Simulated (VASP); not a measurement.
# RbBr (P4mm) in VASP: further runs

The runs below take RbBr through single point, with PBEsol.

Program: VASP 6.6.1. These are calculated values, not measurements. Logs are shortened: lines on timing, memory, paths and dates and some standing lists are left out, and cuts for length are marked.

**1. The cell of the first run**

It takes space group P4mm (No. 99, tetragonal). Conventional cell: a = 4.070 Å, b = 4.070 Å, c = 4.070 Å, α = 90.00°, β = 90.00°, γ = 90.00°. Rb (site symmetry 4mm) has 8 Br at 3.26 to 3.84 Å and 6 Rb at 4.07 Å within 4.3 Å. Within 4.3 Å of Br (site symmetry 4mm) lie 8 Rb at 3.26 to 3.84 Å and 6 Br at 4.07 Å.

**2. Single point, PBEsol (mode 5 frozen in at -0.259 Å and mode 6 at +0.000 Å (largest displacements))**

Contents of INCAR:

```
ALGO     = Normal         # electronic algorithm
EDIFF    = 1E-7           # SCF threshold, eV
ENCUT    = 520            # plane-wave cutoff, eV
GGA      = PS             # functional
ISIF     = 2              # what is computed and relaxed
ISMEAR   = 0              # smearing method
LASPH    = T              # aspherical terms in the spheres
LCHARG   = F              # write CHGCAR
LREAL    = F              # projectors in reciprocal space
LWAVE    = F              # write WAVECAR
NBANDS   = 15             # bands
NELM     = 60             # most SCF steps
PREC     = Accurate       # precision mode
SIGMA    = 0.05           # smearing width, eV
```

Contents of KPOINTS:

```
k-points
0
Gamma
  6 6 6
```

Contents of POSCAR:

```
RbBr
1.0
    4.0701688540      0.0000000000      0.0000000000
    0.0000000000      4.0701688540      0.0000000000
    0.0000000000      0.0000000000      4.0701688540
Rb Br
1 1
Direct
    0.0000000000     -0.0595372219      0.0000000000
    0.5000000000      0.5636828616      0.5000000000
```

Potentials or basis: VASP PAW PBE potentials, release 64 (Rb_sv, Br).

Started as:

```bash
> cat potpaw_PBE.64/Rb_sv/POTCAR potpaw_PBE.64/Br/POTCAR > POTCAR
> mpirun -np 1 vasp_std > vasp.out
```

OUTCAR:

```text
EDIFF = 1E-7
   ENCUT = 520
   GGA = PS
   ISIF = 2
   ISMEAR = 0
   LASPH = T
   LREAL = F
   NELM = 60
   PREC = Accurate

 ion  position               nearest neighbor table
   1  0.000  0.940  0.000-   2 3.26   2 3.26   2 3.26   2 3.26   2 3.84   2 3.84   2 3.84   2 3.84

   2  0.500  0.564  0.500-   1 3.26   1 3.26   1 3.26   1 3.26   1 3.84   1 3.84   1 3.84   1 3.84

  LATTYP: Found a simple cubic cell.
 ALAT       =     4.0701688540

  Lattice vectors:

 A1 = (   4.0701688540,   0.0000000000,   0.0000000000)
 A2 = (   0.0000000000,   4.0701688540,   0.0000000000)
 A3 = (   0.0000000000,   0.0000000000,   4.0701688540)

Analysis of symmetry for initial positions (statically):
=====================================================================
 Subroutine PRICEL returns:
 Original cell was already a primitive cell.

 Routine SETGRP: Setting up the symmetry group for a
 simple cubic supercell.

 Subroutine GETGRP returns: Found  8 space group operations
 (whereof  8 operations were pure point group operations)
 out of a pool of 48 trial point group operations.

The static configuration has the point symmetry C_4v.

Analysis of symmetry for dynamics (positions and initial velocities):
=====================================================================
 Subroutine PRICEL returns:
 Original cell was already a primitive cell.

 Routine SETGRP: Setting up the symmetry group for a
 simple cubic supercell.

 Subroutine GETGRP returns: Found  8 space group operations
 (whereof  8 operations were pure point group operations)
 out of a pool of 48 trial point group operations.

The dynamic configuration has the point symmetry C_4v.

 Subroutine INISYM returns: Found  8 space group operations
 (whereof  8 operations are pure point group operations),
 and found     1 'primitive' translations

----------------------------------------------------------------------------------------

                                     Primitive cell

  volume of cell :      67.4275

  direct lattice vectors                    reciprocal lattice vectors
     4.070168854  0.000000000  0.000000000     0.245690053  0.000000000  0.000000000
     0.000000000  4.070168854  0.000000000     0.000000000  0.245690053  0.000000000
     0.000000000  0.000000000  4.070168854     0.000000000  0.000000000  0.245690053

  length of vectors
     4.070168854  4.070168854  4.070168854     0.245690053  0.245690053  0.245690053

  position of ions in fractional coordinates (direct lattice)
     0.000000000  0.940462778  0.000000000
     0.500000000  0.563682862  0.500000000

  ion indices of the primitive-cell ions
   primitive index   ion index
                 1           1
                 2           2

----------------------------------------------------------------------------------------

 KPOINTS: k-points

Automatic generation of k-mesh.
 Grid dimensions read from file:
 generate k-points for:    6    6    6

 Generating k-lattice:

  Cartesian coordinates                     Fractional coordinates (reciprocal lattice)
     0.040948342  0.000000000  0.000000000     0.166666667  0.000000000  0.000000000
     0.000000000  0.040948342  0.000000000     0.000000000  0.166666667  0.000000000
     0.000000000  0.000000000  0.040948342     0.000000000  0.000000000  0.166666667

  Length of vectors
     0.040948342  0.040948342  0.040948342

  Shift w.r.t. Gamma in fractional coordinates (k-lattice)
     0.000000000  0.000000000  0.000000000

 Subroutine IBZKPT returns following result:
 ===========================================

 Found     40 irreducible k-points:

 Following reciprocal coordinates:
            Coordinates               Weight
  0.000000  0.000000  0.000000      1.000000
  0.166667  0.000000  0.000000      4.000000
  0.000000  0.166667  0.000000      2.000000
  0.333333  0.000000  0.000000      4.000000
  0.000000  0.333333  0.000000      2.000000
  0.500000  0.000000  0.000000      2.000000
[... 16 lines left out ...]
  0.166667  0.166667  0.166667      8.000000
  0.333333  0.166667  0.166667     16.000000
 [... further k-points ...]
   k-points           NKPTS =     40   k-points in BZ     NKDIM =     40   number of bands    NBANDS=     15
   number of dos      NEDOS =    301   number of ions     NIONS =      2
   total plane-waves  NPLWV =  27000
   dimension x,y,z NGX =    30 NGY =   30 NGZ =   30
   dimension x,y,z NGXF=    60 NGYF=   60 NGZF=   60
   ions per type =               1   1
   NGX,Y,Z   is equivalent  to a cutoff of  12.25, 12.25, 12.25 a.u.
   NGXF,Y,Z  is equivalent  to a cutoff of  24.51, 24.51, 24.51 a.u.
 SYSTEM =  unknown system
   PREC   = accura    normal or accurate (medium, high low for compatibility)
   ISTART =      0    job   : 0-new  1-cont  2-samecut
   ICHARG =      2    charge: 1-file 2-atom 10-const
   ISPIN  =      1    spin polarized calculation?
   LNONCOLLINEAR =      F non collinear calculations
   LSORBIT =      F    spin-orbit coupling
   LASPH  =      T    aspherical Exc in radial PAW
   ENCUT  =  520.0 eV  38.22 Ry    6.18 a.u.   7.57  7.57  7.57*2*pi/ulx,y,z
   NELM   =     60;   NELMIN=  2; NELMDL= -5     # of ELM steps
   EDIFF  = 0.1E-06   stopping-criterion for ELM
   LREAL  =      F    real-space projection
   EDIFFG = 0.1E-05   stopping-criterion for IOM
   NSW    =      0    number of steps for IOM
   IBRION =     -1    ionic relax: 0-MD 1-quasi-New 2-CG
   NFREE  =      0    steps in history (QN), initial steepest desc. (CG)
   ISIF   =      2    stress and relaxation
   ISYM   =      2    0-nonsym 1-usesym 2-fastsym
   POTIM  = 0.5000    time-step for ionic-motion
   TEBEG  =    0.0;   TEEND  =   0.0 temperature during run
   PSTRESS=    0.0 pullay stress
   NELECT =      16.0000    total number of electrons
   NUPDOWN=      -1.0000    fix difference up-down
   EMIN   =  10.00;   EMAX   =-10.00  energy-range for DOS
   EFERMI =   0.00;   METHOD = LEGACY
   ISMEAR =     0;   SIGMA  =   0.05  broadening in eV -4-tet -1-fermi 0-gaus
   EFERMI_NEDOS =   21; number of points for ismear=-14 and -15
   IALGO  =     38    algorithm
   IMIX   =      4    mixing-type and parameters
     AMIX     =   0.40;   BMIX     =  1.00
     AMIX_MAG =   1.60;   BMIX_MAG =  1.00
  volume/ion in A,a.u.               =      33.71       227.51
  Fermi-wavevector in a.u.,A,eV,Ry     =   1.013528  1.915290 13.976434  1.027239
  Thomas-Fermi vector in A             =   2.146702
   LORBIT       =      0    0 simple, 1 ext, 2 COOP (PROOUT), +10 PAW based schemes
   GGA     = PS    functional components
   LHFCALC =     F    Hartree Fock is set to
   AEXX    =    0.0000 exact exchange contribution
   IVDW    =     0    specifies the selected vdW correction
   LEPSILON=     F    determine dielectric tensor
   LRPA    =     F    only Hartree local field effects (RPA)
 non-spin polarized calculation
 Gauss-broadening in eV      SIGMA  =   0.05
  energy-cutoff  :      520.00
  volume of cell :       67.43
 maximum number of plane-waves:      1856
   NGX = 15   NGY = 15   NGZ = 15

 number of electron      15.9999999 magnetization

 Free energy of the ion-electron system (eV)
  ---------------------------------------------------
  ext. energy  EPLUGINS =         0.00000000
  ---------------------------------------------------
  free energy    TOTEN  =        -6.18762456 eV

  energy without entropy =       -6.18762456  energy(sigma->0) =       -6.18762456

 E-fermi :  -0.2990     XC(G=0):  -8.2539

 val. band max:       -0.6248692963   @ k =   0.5000   0.0000   0.5000
 cond. band min:       3.4717554934   @ k =   0.0000   0.0000   0.0000
 fundamental gap:      4.0966247896
 Fermi energy:        -0.2989645145

 k-point     1 :       0.0000    0.0000    0.0000
  band No.  band energies     occupation
      1     -25.4728      2.00000
      2     -13.3350      2.00000
      3      -9.4811      2.00000
      4      -9.4811      2.00000
      5      -9.4483      2.00000
      6      -0.8663      2.00000
      7      -0.7679      2.00000
      8      -0.7679      2.00000
      9       3.4718      0.00000
     10       4.7476      0.00000
     11       5.4217      0.00000
     12       9.2439      0.00000
     13       9.7125      0.00000
     14       9.7125      0.00000
     15      10.8556      0.00000

 k-point     2 :       0.1667    0.0000    0.0000
  band No.  band energies     occupation
      1     -25.4660      2.00000
      2     -13.3417      2.00000
      3      -9.5300      2.00000
      4      -9.4636      2.00000
      5      -9.4223      2.00000
      6      -1.3041      2.00000
      7      -0.8279      2.00000
      8      -0.8136      2.00000
      9       4.1383      0.00000
     10       5.2543      0.00000
     11       5.5951      0.00000
     12       9.0999      0.00000
     13       9.3154      0.00000
     14       9.9095      0.00000
     15      10.2764      0.00000

 k-point     3 :       0.0000    0.1667    0.0000
  band No.  band energies     occupation
      1     -25.4665      2.00000
      2     -13.3300      2.00000
      3      -9.5009      2.00000
      4      -9.4672      2.00000
      5      -9.4672      2.00000
      6      -1.3553      2.00000
      7      -0.7844      2.00000
      8      -0.7844      2.00000
      9       4.1320      0.00000
     10       4.9467      0.00000
     11       6.0494      0.00000
     12       9.3814      0.00000
     13       9.4166      0.00000
     14       9.4166      0.00000
     15      10.9775      0.00000
[... 343 lines left out ...]
 k-point    23 :       0.1667    0.1667    0.1667
  band No.  band energies     occupation
      1     -25.4534      2.00000
      2     -13.3109      2.00000
      3      -9.5634      2.00000
      4      -9.5584      2.00000
      5      -9.4102      2.00000
      6      -1.4169      2.00000
      7      -1.1144      2.00000
      8      -1.0968      2.00000
      9       5.0893      0.00000
     10       5.9484      0.00000
     11       6.2394      0.00000
     12       8.2583      0.00000
     13       8.5911      0.00000
     14       9.5104      0.00000
     15      11.1624      0.00000

 k-point    24 :       0.3333    0.1667    0.1667
  band No.  band energies     occupation
      1     -25.4404      2.00000
      2     -13.2818      2.00000
      3      -9.6508      2.00000
      4      -9.5241      2.00000
      5      -9.4752      2.00000
      6      -1.8808      2.00000
      7      -1.2202      2.00000
      8      -1.0015      2.00000
      9       5.6927      0.00000
     10       6.3660      0.00000
     11       6.8607      0.00000
     12       8.1536      0.00000
     13       8.5556      0.00000
     14       8.8167      0.00000
     15      10.7967      0.00000

 [... further k-points ...]
[... 5 lines left out ...]
  --------------------------------------------------------------------------------------
  -------------------------------------------------------------------------------------
  Total        0.7451490      0.4054707      0.7451490      0.0000000      0.0000000     -0.0000000
  in kB       17.7058366      9.6345799     17.7058366      0.0000000      0.0000000     -0.0000000
  external PRESSURE =      15.0154177 kB  Pullay stress =       0.0000000 kB

 VOLUME and BASIS-vectors are now :
 -----------------------------------------------------------------------------
  energy-cutoff  :      520.00
  volume of cell :       67.43
      direct lattice vectors                 reciprocal lattice vectors
     4.070168854  0.000000000  0.000000000     0.245690053  0.000000000  0.000000000
     0.000000000  4.070168854  0.000000000     0.000000000  0.245690053  0.000000000
     0.000000000  0.000000000  4.070168854     0.000000000  0.000000000  0.245690053

 POSITION                                       TOTAL-FORCE (eV/Angst)
 -----------------------------------------------------------------------------------
      0.00000      3.82784      0.00000         0.000000      0.463180     -0.000000
      2.03508      2.29428      2.03508        -0.000000     -0.463180      0.000000
 -----------------------------------------------------------------------------------
    total drift:                                0.000000     -0.000057     -0.000001

  FREE ENERGIE OF THE ION-ELECTRON SYSTEM (eV)
  ---------------------------------------------------
  free  energy   TOTEN  =        -6.1876245644 eV

  energy  without entropy=       -6.1876245644  energy(sigma->0) =       -6.18762456
```

It took 24 s on 1 thread of Intel Xeon 6975P-C (Granite Rapids), shared host; peak memory 0.18 GiB.

What came out:

- Free energy: -6.1876 eV
- Pressure: 1.5 GPa
- Largest force: 0.463 eV/Å
- Band gap on the k mesh: 4.10 eV, indirect (least direct gap 4.24 eV)

Forces in eV/Å, atoms in the order of the input:
```
Rb   0.000  0.463  0.000
Br   0.000 -0.463  0.000
```

Levels at points of the mesh, in eV from the valence-band top:
```tsv
k point	band 4	band 5	band 6	band 7	band 8	band 9	band 10	band 11	band 12	band 13
(0.00, 0.00, 0.00)	-8.86	-8.82	-0.24	-0.14	-0.14	4.10	5.37	6.05	9.87	10.34
(0.50, 0.00, 0.00)	-8.82	-8.79	-1.80	-0.33	-0.11	6.56	6.90	7.73	8.06	10.17
(0.00, 0.50, 0.00)	-8.80	-8.80	-1.80	-0.21	-0.21	6.51	7.28	8.01	9.10	9.58
(0.50, 0.50, 0.00)	-9.11	-8.75	-1.13	-1.07	-0.10	5.34	6.22	8.04	8.23	10.66
(0.50, 0.00, 0.50)	-9.24	-8.77	-1.04	-1.04	0.00	5.38	6.57	8.11	8.11	11.47
(0.50, 0.50, 0.50)	-9.14	-9.12	-1.40	-1.34	-1.34	7.60	7.60	8.48	9.87	10.55
```

Caveat: the cell differs from its parent crystal (mode 5 frozen in at -0.259 Å and mode 6 at +0.000 Å (largest displacements)); the PAW data sets were made with another functional, which shifts forces and pressure a little. A k mesh can miss the band edges.

**3. Single point, PBEsol (mode 5 frozen in at -0.432 Å and mode 6 at +0.000 Å (largest displacements))**

Contents of INCAR:

```
SYSTEM = RbBr
PREC = Accurate ; ENCUT = 520
EDIFF = 1E-6 ; ISMEAR = 0
SIGMA = 0.05 ; LREAL = .False.
LASPH = .True. ; NELM = 80
ALGO = Normal ; ISIF = 2
LWAVE = .False. ; LCHARG = .False.
GGA = PS ; NBANDS = 15
```

Contents of KPOINTS:

```
Automatic mesh
0
Gamma
  6 6 6
  0 0 0
```

Contents of POSCAR:

```
RbBr
1.0
    4.0701688540      0.0000000000      0.0000000000
    0.0000000000      4.0701688540      0.0000000000
    0.0000000000      0.0000000000      4.0701688540
Rb Br
1 1
Direct
    0.0000000000     -0.0992287032      0.0000000000
    0.5000000000      0.6061381027      0.5000000000
```

Potentials or basis: VASP PAW PBE potentials, release 64 (Rb_sv, Br).

Started as:

```bash
> cat potpaw_PBE.64/Rb_sv/POTCAR potpaw_PBE.64/Br/POTCAR > POTCAR
> mpirun -np 1 vasp_std > vasp.out
```

It took 30 s on 1 thread of Intel Xeon 6975P-C (Granite Rapids), shared host; peak memory 0.18 GiB.

The run converged. Its results:

```yaml
Free_energy: -5.9778 eV
Pressure: 3.8 GPa
Largest_force: 0.786 eV/Å
Band_gap_on_the_k_mesh: 4.04 eV, indirect (least direct gap 4.24 eV)
```

Forces in eV/Å, atoms in the order of the input:
```
Rb   0.000  0.786  0.000
Br   0.000 -0.786  0.000
```

Stress tensor (GPa, compression positive):
```
4.81 0.00 0.00
0.00 1.90 0.00
0.00 0.00 4.81
```

Levels at points of the mesh, in eV from the valence-band top:
```csv
k point,band 5,band 6,band 7,band 8,band 9,band 10,band 11,band 12
"(0.00, 0.00, 0.00)",-8.75,-0.40,-0.20,-0.20,4.04,5.20,6.96,9.52
"(0.50, 0.00, 0.00)",-8.74,-1.82,-0.56,-0.05,6.11,6.50,7.91,7.96
"(0.00, 0.50, 0.00)",-8.78,-1.78,-0.22,-0.22,6.10,7.39,8.16,9.07
"(0.50, 0.50, 0.00)",-8.70,-1.27,-1.15,-0.36,5.48,6.33,8.16,8.66
"(0.50, 0.00, 0.50)",-8.74,-0.97,-0.97,-0.08,5.58,7.14,8.26,8.26
"(0.50, 0.50, 0.50)",-9.09,-1.38,-1.19,-1.19,6.90,6.90,8.77,10.31
```

Caveat: the cell differs from its parent crystal (mode 5 frozen in at -0.432 Å and mode 6 at +0.000 Å (largest displacements)); the PAW data sets were made with another functional, which shifts forces and pressure a little.

**4. Single point, PBEsol (mode 5 frozen in at -0.346 Å and mode 6 at +0.000 Å (largest displacements))**

Contents of INCAR:

```
ALGO = Normal
EDIFF = 1E-7
ENCUT = 520
GGA = PS
ISIF = 2
ISMEAR = 0
LASPH = True
LCHARG = False
LREAL = False
LWAVE = False
NBANDS = 15
NELM = 100
PREC = Accurate
SIGMA = 0.05
```

Contents of KPOINTS:

```
k-points
0
Gamma
  6 6 6
```

Contents of POSCAR:

```
RbBr
1.0
    4.0701688540      0.0000000000      0.0000000000
    0.0000000000      4.0701688540      0.0000000000
    0.0000000000      0.0000000000      4.0701688540
Rb Br
1 1
Direct
    0.0000000000     -0.0793829626      0.0000000000
    0.5000000000      0.5849104822      0.5000000000
```

Started as:

```bash
> cat potpaw_PBE.64/Rb_sv/POTCAR potpaw_PBE.64/Br/POTCAR > POTCAR
> mpirun -np 1 vasp_std > vasp.out
```

Wall time 33 s (1 thread of Intel Xeon 6975P-C (Granite Rapids), shared host); peak memory 0.18 GiB.

It converged, with:

| Property | Result |
| --- | --- |
| Free energy | -6.0963 eV |
| Pressure | 2.6 GPa |
| Largest force | 0.629 eV/Å |
| Band gap on the k mesh | 4.10 eV, indirect (least direct gap 4.25 eV) |

Forces on the atoms (eV/Å):
```
Rb   0.000  0.629  0.000
Br   0.000 -0.629  0.000
```

Stress tensor (GPa, compression positive):
```
3.10 0.00 0.00
0.00 1.46 0.00
0.00 0.00 3.10
```

Levels at points of the mesh, in eV from the valence-band top:
```tsv
k point	band 4	band 5	band 6	band 7	band 8	band 9	band 10	band 11	band 12	band 13
(0.00, 0.00, 0.00)	-8.82	-8.76	-0.30	-0.15	-0.15	4.10	5.32	6.48	9.73	10.52
(0.50, 0.00, 0.00)	-8.79	-8.74	-1.79	-0.41	-0.05	6.36	6.72	7.81	7.99	10.32
(0.00, 0.50, 0.00)	-8.76	-8.76	-1.77	-0.20	-0.20	6.34	7.36	8.12	9.36	9.36
(0.50, 0.50, 0.00)	-8.98	-8.70	-1.17	-1.08	-0.20	5.42	6.28	8.11	8.45	10.54
(0.50, 0.00, 0.50)	-9.22	-8.73	-0.99	-0.99	-0.02	5.50	6.86	8.21	8.21	11.49
(0.50, 0.50, 0.50)	-9.12	-9.09	-1.37	-1.26	-1.26	7.28	7.28	8.63	10.10	11.12
```

Caveat: the cell differs from its parent crystal (mode 5 frozen in at -0.346 Å and mode 6 at +0.000 Å (largest displacements)); the PAW data sets were made with another functional, which shifts forces and pressure a little.
